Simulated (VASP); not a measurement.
# C (P6_522) in VASP: further runs

Runs on C. Level: PBE. Tasks: single point, relaxation of cell and atoms.

Everything below comes from runs of VASP 6.6.1. Logs are shortened: lines on timing, memory, paths and dates and some standing lists are left out, and cuts for length are marked.

## 1. The cell of the first run

Symmetry: P6_522, No. 179, hexagonal system. Conventional cell: a = 4.049 Å, b = 4.049 Å, c = 2.461 Å, α = 90.00°, β = 90.00°, γ = 120.00°. Within 2.1 Å of C (site symmetry 2) lie 4 C at 1.55 to 1.61 Å.

The cell was generated, and may not be a known phase.

## 2. Single point, PBE

The input, INCAR:

```
SYSTEM = C
ALGO     = Normal         ! electronic algorithm
EDIFF    = 1E-7           ! SCF threshold, eV
ENCUT    = 520            ! plane-wave cutoff, eV
GGA      = PE             ! functional
ISIF     = 2              ! what is computed and relaxed
ISMEAR   = 0              ! smearing method
LASPH    = .TRUE.         ! aspherical terms in the spheres
LCHARG   = .FALSE.        ! write CHGCAR
LREAL    = .FALSE.        ! projectors in reciprocal space
LWAVE    = .FALSE.        ! write WAVECAR
NBANDS   = 21             ! bands
NELM     = 60             ! most SCF steps
PREC     = Accurate       ! precision mode
SIGMA    = 0.1            ! smearing width, eV
```

The input, KPOINTS:

```
k-points
0
G
  6 6 6
  0 0 0
```

The input, POSCAR:

```
C
1.0
    4.0489459985     -0.0000000032      0.0000000000
   -2.0244729965      3.5064900948      0.0000000000
    0.0000000000      0.0000000000      2.4610858339
C
6
Direct
    0.7173858617      0.0507257791      0.4857804414
    0.9492742209      0.6666600826      0.1524471081
    0.3333399174      0.2826141383      0.8191137747
    0.7174002894      0.6666674060      0.6524485019
    0.3333325940      0.0507328834      0.3191151686
    0.9492671166      0.2825997106      0.9857818353
```

Potentials or basis: VASP PAW PBE potentials, release 64 (C).

On the command line:

```
> cat potpaw_PBE.64/C/POTCAR > POTCAR
> mpirun -np 1 vasp_std > vasp.out
```

OUTCAR:

```text
SYSTEM = C
   EDIFF = 1E-7
   ENCUT = 520
   GGA = PE
   ISIF = 2
   ISMEAR = 0
   LASPH = .TRUE.
   LREAL = .FALSE.
   NELM = 60
   PREC = Accurate

 ion  position               nearest neighbor table
   1  0.717  0.051  0.486-   6 1.55   6 1.55   5 1.61   4 1.61
   2  0.949  0.667  0.152-   4 1.55   4 1.55   6 1.61   5 1.61
   3  0.333  0.283  0.819-   5 1.55   5 1.55   4 1.61   6 1.61
   4  0.717  0.667  0.652-   2 1.55   2 1.55   3 1.61   1 1.61
   5  0.333  0.051  0.319-   3 1.55   3 1.55   1 1.61   2 1.61
   6  0.949  0.283  0.986-   1 1.55   1 1.55   2 1.61   3 1.61

  LATTYP: Found a hexagonal cell.
 ALAT       =     4.0489459985
 C/A-ratio  =     0.6078337016

  Lattice vectors:

 A1 = (   4.0489459985,  -0.0000000032,   0.0000000000)
 A2 = (  -2.0244729965,   3.5064900948,   0.0000000000)
 A3 = (   0.0000000000,   0.0000000000,   2.4610858339)

Analysis of symmetry for initial positions (statically):
=====================================================================
 Subroutine PRICEL returns:
 Original cell was already a primitive cell.

 Routine SETGRP: Setting up the symmetry group for a
 hexagonal supercell.

 Subroutine GETGRP returns: Found  3 space group operations
 (whereof  1 operations were pure point group operations)
 out of a pool of 24 trial point group operations.

The static configuration has the point symmetry C_1 .
 The point group associated with its full space group is C_3 .

Analysis of symmetry for dynamics (positions and initial velocities):
=====================================================================
 Subroutine PRICEL returns:
 Original cell was already a primitive cell.

 Routine SETGRP: Setting up the symmetry group for a
 hexagonal supercell.

 Subroutine GETGRP returns: Found  3 space group operations
 (whereof  1 operations were pure point group operations)
 out of a pool of 24 trial point group operations.

The dynamic configuration has the point symmetry C_1 .
 The point group associated with its full space group is C_3 .

 Subroutine INISYM returns: Found  3 space group operations
 (whereof  1 operations are pure point group operations),
 and found     1 'primitive' translations

----------------------------------------------------------------------------------------

                                     Primitive cell

  volume of cell :      34.9415

  direct lattice vectors                    reciprocal lattice vectors
     4.048945998 -0.000000003  0.000000000     0.246977856  0.142592731  0.000000000
    -2.024472997  3.506490095  0.000000000     0.000000000  0.285185463  0.000000000
     0.000000000  0.000000000  2.461085834     0.000000000  0.000000000  0.406324715

  length of vectors
     4.048945998  4.048945998  2.461085834     0.285185463  0.285185463  0.406324715

  position of ions in fractional coordinates (direct lattice)
     0.717385862  0.050725779  0.485780441
     0.949274221  0.666660083  0.152447108
     0.333339917  0.282614138  0.819113775
     0.717400289  0.666667406  0.652448502
     0.333332594  0.050732883  0.319115169
     0.949267117  0.282599711  0.985781835

  ion indices of the primitive-cell ions
   primitive index   ion index
                 1           1
                 2           2
                 3           3
                 4           4
                 5           5
                 6           6

----------------------------------------------------------------------------------------

 KPOINTS: k-points

Automatic generation of k-mesh.
 Grid dimensions read from file:
 generate k-points for:    6    6    6

 Generating k-lattice:

  Cartesian coordinates                     Fractional coordinates (reciprocal lattice)
     0.041162976  0.023765455  0.000000000     0.166666667 -0.000000000  0.000000000
     0.000000000  0.047530910  0.000000000     0.000000000  0.166666667  0.000000000
     0.000000000  0.000000000  0.067720786     0.000000000  0.000000000  0.166666667

  Length of vectors
     0.047530910  0.047530910  0.067720786

  Shift w.r.t. Gamma in fractional coordinates (k-lattice)
     0.000000000  0.000000000  0.000000000

 Subroutine IBZKPT returns following result:
 ===========================================

 Found     44 irreducible k-points:

 Following reciprocal coordinates:
            Coordinates               Weight
  0.000000  0.000000  0.000000      1.000000
  0.166667  0.000000  0.000000      6.000000
  0.333333  0.000000  0.000000      6.000000
  0.500000  0.000000  0.000000      3.000000
  0.166667  0.166667  0.000000      6.000000
  0.333333  0.166667  0.000000      6.000000
[... 16 lines left out ...]
  0.000000  0.000000  0.333333      2.000000
  0.166667  0.000000  0.333333      6.000000
 [... further k-points ...]
   k-points           NKPTS =     44   k-points in BZ     NKDIM =     44   number of bands    NBANDS=     21
   number of dos      NEDOS =    301   number of ions     NIONS =      6
   total plane-waves  NPLWV =  16200
   dimension x,y,z NGX =    30 NGY =   30 NGZ =   18
   dimension x,y,z NGXF=    60 NGYF=   60 NGZF=   36
   ions per type =               6
   NGX,Y,Z   is equivalent  to a cutoff of  12.32, 12.32, 12.16 a.u.
   NGXF,Y,Z  is equivalent  to a cutoff of  24.64, 24.64, 24.32 a.u.
 SYSTEM =  C
   PREC   = accura    normal or accurate (medium, high low for compatibility)
   ISTART =      0    job   : 0-new  1-cont  2-samecut
   ICHARG =      2    charge: 1-file 2-atom 10-const
   ISPIN  =      1    spin polarized calculation?
   LNONCOLLINEAR =      F non collinear calculations
   LSORBIT =      F    spin-orbit coupling
   LASPH  =      T    aspherical Exc in radial PAW
   ENCUT  =  520.0 eV  38.22 Ry    6.18 a.u.   7.53  7.53  4.58*2*pi/ulx,y,z
   NELM   =     60;   NELMIN=  2; NELMDL= -5     # of ELM steps
   EDIFF  = 0.1E-06   stopping-criterion for ELM
   LREAL  =      F    real-space projection
   EDIFFG = 0.1E-05   stopping-criterion for IOM
   NSW    =      0    number of steps for IOM
   IBRION =     -1    ionic relax: 0-MD 1-quasi-New 2-CG
   NFREE  =      0    steps in history (QN), initial steepest desc. (CG)
   ISIF   =      2    stress and relaxation
   ISYM   =      2    0-nonsym 1-usesym 2-fastsym
   POTIM  = 0.5000    time-step for ionic-motion
   TEBEG  =    0.0;   TEEND  =   0.0 temperature during run
   PSTRESS=    0.0 pullay stress
   NELECT =      24.0000    total number of electrons
   NUPDOWN=      -1.0000    fix difference up-down
   EMIN   =  10.00;   EMAX   =-10.00  energy-range for DOS
   EFERMI =   0.00;   METHOD = LEGACY
   ISMEAR =     0;   SIGMA  =   0.10  broadening in eV -4-tet -1-fermi 0-gaus
   EFERMI_NEDOS =   21; number of points for ismear=-14 and -15
   IALGO  =     38    algorithm
   IMIX   =      4    mixing-type and parameters
     AMIX     =   0.40;   BMIX     =  1.00
     AMIX_MAG =   1.60;   BMIX_MAG =  1.00
  volume/ion in A,a.u.               =       5.82        39.30
  Fermi-wavevector in a.u.,A,eV,Ry     =   1.444435  2.729587 28.387109  2.086394
  Thomas-Fermi vector in A             =   2.562731
   LORBIT       =      0    0 simple, 1 ext, 2 COOP (PROOUT), +10 PAW based schemes
   GGA     = PE    functional components
   LHFCALC =     F    Hartree Fock is set to
   AEXX    =    0.0000 exact exchange contribution
   IVDW    =     0    specifies the selected vdW correction
   LEPSILON=     F    determine dielectric tensor
   LRPA    =     F    only Hartree local field effects (RPA)
 non-spin polarized calculation
 Gauss-broadening in eV      SIGMA  =   0.10
  energy-cutoff  :      520.00
  volume of cell :       34.94
 maximum number of plane-waves:       953
   NGX = 15   NGY = 15   NGZ =  9

 number of electron      23.9999996 magnetization

 Free energy of the ion-electron system (eV)
  ---------------------------------------------------
  ext. energy  EPLUGINS =         0.00000000
  ---------------------------------------------------
  free energy    TOTEN  =       -50.52925910 eV

  energy without entropy =      -50.52925910  energy(sigma->0) =      -50.52925910

 E-fermi :   9.7212     XC(G=0): -13.1541

 val. band max:        9.3034899665   @ k =   0.0000   0.0000   0.0000
 cond. band min:      11.4983733676   @ k =   0.0000   0.0000   0.3333
 fundamental gap:      2.1948834012
 Fermi energy:         9.7212032714

 k-point     1 :       0.0000    0.0000    0.0000
  band No.  band energies     occupation
      1     -12.0637      2.00000
      2      -4.1768      2.00000
      3      -4.1768      2.00000
      4      -2.5050      2.00000
      5      -1.9250      2.00000
      6      -1.9250      2.00000
[... 13 lines left out ...]
     20      19.2933      0.00000
     21      21.5436      0.00000

 k-point     2 :       0.1667    0.0000    0.0000
  band No.  band energies     occupation
      1     -11.8143      2.00000
      2      -5.8534      2.00000
      3      -4.6580      2.00000
      4      -2.4311      2.00000
      5      -0.9965      2.00000
      6      -0.5449      2.00000
[... 13 lines left out ...]
     20      19.8886      0.00000
     21      21.0512      0.00000

 k-point     3 :       0.3333    0.0000    0.0000
  band No.  band energies     occupation
      1     -11.0934      2.00000
      2      -7.8644      2.00000
      3      -5.2364      2.00000
      4      -2.9724      2.00000
      5       0.8987      2.00000
      6       1.9632      2.00000
[... 13 lines left out ...]
     20      20.6572      0.00000
     21      20.7793      0.00000
[... 457 lines left out ...]
 k-point    23 :       0.0000    0.0000    0.3333
  band No.  band energies     occupation
      1      -9.8937      2.00000
      2      -3.8421      2.00000
      3      -2.5315      2.00000
      4      -2.2351      2.00000
      5      -0.6974      2.00000
      6       0.1552      2.00000
[... 13 lines left out ...]
     20      23.1338      0.00000
     21      23.2730      0.00000

 k-point    24 :       0.1667    0.0000    0.3333
  band No.  band energies     occupation
      1      -9.6490      2.00000
      2      -4.0246      2.00000
      3      -3.5510      2.00000
      4      -2.6600      2.00000
      5      -0.3171      2.00000
      6       0.6937      2.00000
[... 13 lines left out ...]
     20      22.7524      0.00000
     21      23.1826      0.00000

 [... further k-points ...]

------------------------ aborting loop because EDIFF is reached ----------------------------------------

  FORCE on cell =-STRESS in cart. coord.  units (eV):
  Direction    XX          YY          ZZ          XY          YZ          ZX
  --------------------------------------------------------------------------------------
  -------------------------------------------------------------------------------------
  Total        0.1299819      0.1299819      0.2074074     -0.0000000      0.0000000      0.0000000
  in kB        5.9600807      5.9600807      9.5102857     -0.0000009      0.0000000      0.0000000
  external PRESSURE =       7.1434824 kB  Pullay stress =       0.0000000 kB

 VOLUME and BASIS-vectors are now :
 -----------------------------------------------------------------------------
  energy-cutoff  :      520.00
  volume of cell :       34.94
      direct lattice vectors                 reciprocal lattice vectors
     4.048945998 -0.000000003  0.000000000     0.246977856  0.142592731  0.000000000
    -2.024472997  3.506490095  0.000000000     0.000000000  0.285185463  0.000000000
     0.000000000  0.000000000  2.461085834     0.000000000  0.000000000  0.406324715

 POSITION                                       TOTAL-FORCE (eV/Angst)
 -----------------------------------------------------------------------------------
      2.80196      0.17787      1.19555        -0.013788     -0.026127      0.000098
      2.49392      2.33764      0.37519         0.029521      0.001123      0.000098
      0.77753      0.99098      2.01591        -0.015733      0.025004      0.000098
      1.55506      2.33766      1.60573        -0.030674     -0.000097     -0.000098
      1.24694      0.17789      0.78537         0.015421     -0.026515     -0.000098
      3.27142      0.99093      2.42609         0.015252      0.026613     -0.000098
 -----------------------------------------------------------------------------------
    total drift:                               -0.000000     -0.000000     -0.000025

  FREE ENERGIE OF THE ION-ELECTRON SYSTEM (eV)
  ---------------------------------------------------
  free  energy   TOTEN  =       -50.5292591034 eV

  energy  without entropy=      -50.5292591034  energy(sigma->0) =      -50.52925910
```

Run time: 52 s. Hardware: 1 thread of Intel Xeon 8259CL, shared host; peak memory 0.15 GiB.

Results:

```
Free energy            : -50.5293 eV
Pressure               : 0.7 GPa
Largest force          : 0.031 eV/Å
Band gap on the k mesh : 2.19 eV (least direct gap 4.93 eV)
```

Forces on the atoms (eV/Å):
```
C   -0.014 -0.026  0.000
C    0.030  0.001  0.000
C   -0.016  0.025  0.000
C   -0.031  0.000  0.000
C    0.015 -0.027  0.000
C    0.015  0.027  0.000
```

Levels at points of the mesh, in eV from the valence-band top:
```tsv
k point	band 10	band 11	band 12	band 13	band 14	band 15
(0.00, 0.00, 0.00)	-0.56	0.00	0.00	6.44	6.44	6.72
(0.50, 0.00, 0.00)	-3.26	-1.70	-1.59	6.36	6.43	7.43
(0.00, 0.00, 0.50)	-6.80	-5.54	-5.54	2.82	2.82	8.77
(0.50, 0.00, 0.50)	-3.58	-2.75	-2.75	4.60	4.60	6.36
```

Caveat: the k points lie up to 0.43 Å⁻¹ apart. A k mesh can miss the band edges.

## 3. Single point, PBE

The input, INCAR:

```
SYSTEM = C
  PREC = Accurate
  ENCUT = 520
  EDIFF = 1E-7
  ISMEAR = 0
  SIGMA = 0.02
  LREAL = .FALSE.
  LASPH = .TRUE.
  NELM = 60
  ALGO = Normal
  ISIF = 2
  LWAVE = .FALSE.
  LCHARG = .FALSE.
  GGA = PE
  NBANDS = 21
```

The input, KPOINTS:

```
Automatic mesh
0
G
  12 12 12
  0 0 0
```

The input, POSCAR:

```
C
1.0
    4.0495856616      0.0000000000      0.0000000000
   -2.0247928308      3.5070440578      0.0000000000
    0.0000000000      0.0000000000      2.4611281565
C
6
Direct
    0.3840242535      0.3840242535      0.3333333333
    0.6159757465      0.0000000000      0.0000000000
    0.0000000000      0.6159757465      0.6666666667
    0.3840242535      0.0000000000      0.5000000000
    0.0000000000      0.3840242535      0.1666666667
    0.6159757465      0.6159757465      0.8333333333
```

Potentials or basis: VASP PAW PBE potentials, release 64 (C).

On the command line:

```
> cat potpaw_PBE.64/C/POTCAR > POTCAR
> mpirun -np 1 vasp_std > vasp.out
```

Wall time 2 min (1 thread of Intel Xeon 8259CL, shared host); peak memory 0.18 GiB.

Results (log left out):

```
Free energy            : -50.5308 eV
Pressure               : 0.6 GPa
Largest force          : 0.021 eV/Å
Band gap on the k mesh : 2.06 eV (least direct gap 4.52 eV)
```

Forces on the atoms (eV/Å):
```
C   -0.011 -0.018  0.000
C    0.021  0.000  0.000
C   -0.011  0.018  0.000
C   -0.021  0.000  0.000
C    0.011 -0.018  0.000
C    0.011  0.018  0.000
```

Stress tensor (GPa, compression positive):
```
0.45 0.00 0.00
0.00 0.45 0.00
0.00 0.00 0.79
```

Levels at points of the mesh, in eV from the valence-band top:
```csv
k point,band 8,band 9,band 10,band 11,band 12,band 13,band 14,band 15,band 16,band 17
"(0.00, 0.00, 0.00)",-3.72,-3.72,-0.60,-0.05,-0.05,6.40,6.40,6.67,8.84,9.58
"(0.50, 0.00, 0.00)",-4.91,-3.35,-3.30,-1.74,-1.64,6.31,6.38,7.39,7.44,7.70
"(0.00, 0.00, 0.50)",-7.22,-6.85,-6.85,-5.59,-5.59,2.77,2.77,8.72,8.72,9.75
"(0.50, 0.00, 0.50)",-8.01,-3.63,-3.63,-2.80,-2.80,4.55,4.55,6.31,6.31,7.87
```

A k mesh can miss the band edges.

## 4. Relaxation of cell and atoms, PBE

The input, INCAR:

```
SYSTEM = C
PREC = Accurate
ENCUT = 600
EDIFF = 1E-6
ISMEAR = 0
SIGMA = 0.02
LREAL = .FALSE.
LASPH = .TRUE.
NELM = 100
ALGO = Normal
ISIF = 3
LWAVE = .FALSE.
LCHARG = .FALSE.
GGA = PE
IBRION = 2
NSW = 100
EDIFFG = -0.01
```

The input, KPOINTS:

```
regular mesh
0
G
  12 12 12
  0 0 0
```

The input, POSCAR:

```
C
1.0
    4.0489459985      0.0000000000      0.0000000000
   -2.0244729992      3.5064900932      0.0000000000
    0.0000000000      0.0000000000      2.4610858339
C
6
Direct
    0.3840593725      0.3840593725      0.3333333333
    0.6159406275      0.0000000000      0.0000000000
    0.0000000000      0.6159406275      0.6666666667
    0.3840593725      0.0000000000      0.5000000000
    0.0000000000      0.3840593725      0.1666666667
    0.6159406275      0.6159406275      0.8333333333
```

On the command line:

```
> cat potpaw_PBE.64/C/POTCAR > POTCAR
> mpirun -np 1 vasp_std > vasp.out
```

It took 3 min on 1 thread of Intel Xeon 8259CL, shared host; peak memory 0.19 GiB.

It converged, with:

| Item | Value |
| --- | --- |
| Free energy | -50.5406 eV |
| Relaxed volume | 5.83 Å³/atom |
| Relaxed cell | a = 4.049 Å, b = 4.049 Å, c = 2.461 Å, α = 90.00°, β = 90.00°, γ = 120.00° |
| Space group after relaxing (to 0.1 Å) | P6_522 (No. 179) |
| Energy gained by relaxing | 0.0 meV/atom |
| Ionic steps | 3 |
| Pressure after relaxing | 0.0 GPa |
| Band gap on the k mesh | 2.05 eV (least direct gap 4.51 eV) |

Final structure:
```
C
1.0
     4.04937    0.00000    0.00000
    -2.02468    3.50686    0.00000
     0.00000    0.00000    2.46147
C
6
Direct
  0.38393 0.38393 0.33333
  0.61607 0.00000 0.00000
  0.00000 0.61607 0.66667
  0.38393 0.00000 0.50000
  0.00000 0.38393 0.16667
  0.61607 0.61607 0.83333
```

Levels at points of the mesh, in eV from the valence-band top:
| k point | band 8 | band 9 | band 10 | band 11 | band 12 | band 13 | band 14 | band 15 | band 16 |
| --- | --- | --- | --- | --- | --- | --- | --- | --- | --- |
| (0.00, 0.00, 0.00) | -3.71 | -3.71 | -0.59 | -0.05 | -0.05 | 6.40 | 6.40 | 6.66 | 8.86 |
| (0.50, 0.00, 0.00) | -4.91 | -3.34 | -3.30 | -1.73 | -1.63 | 6.32 | 6.37 | 7.40 | 7.44 |
| (0.00, 0.00, 0.50) | -7.22 | -6.85 | -6.85 | -5.58 | -5.58 | 2.77 | 2.77 | 8.73 | 8.73 |
| (0.50, 0.00, 0.50) | -8.01 | -3.62 | -3.62 | -2.79 | -2.79 | 4.56 | 4.56 | 6.32 | 6.32 |

A k mesh can miss the band edges.

## 5. Summary

| task | cell | k mesh | cutoff (eV) | smearing | gap on the mesh (eV) | pressure (GPa) | largest force (eV/Å) |
| --- | --- | --- | --- | --- | --- | --- | --- |
| single point | a = 4.049, b = 4.049, c = 2.461 Å, angles 90.0, 90.0, 120.0°, 6 atoms | 6 × 6 × 6 | 520 | gaussian 0.1 eV | 2.19 | 0.7 | 0.03 |
| single point | a = 4.050, b = 4.050, c = 2.461 Å, angles 90.0, 90.0, 120.0°, 6 atoms | 12 × 12 × 12 | 520 | gaussian 0.02 eV | 2.06 | 0.6 | 0.02 |
| relaxation of cell and atoms | relaxed from a = 4.049, b = 4.049, c = 2.461 Å, angles 90.0, 90.0, 120.0°, 6 atoms | 12 × 12 × 12 | 600 | gaussian 0.02 eV | 2.05 | 0.0 | - |

Alike in all rows: level PBE; potentials or basis VASP PAW PBE potentials, release 64 (C); no spin polarisation.

Caveats: some runs use coarse meshes.

Absolute energies hang on the potentials; compare differences alone.
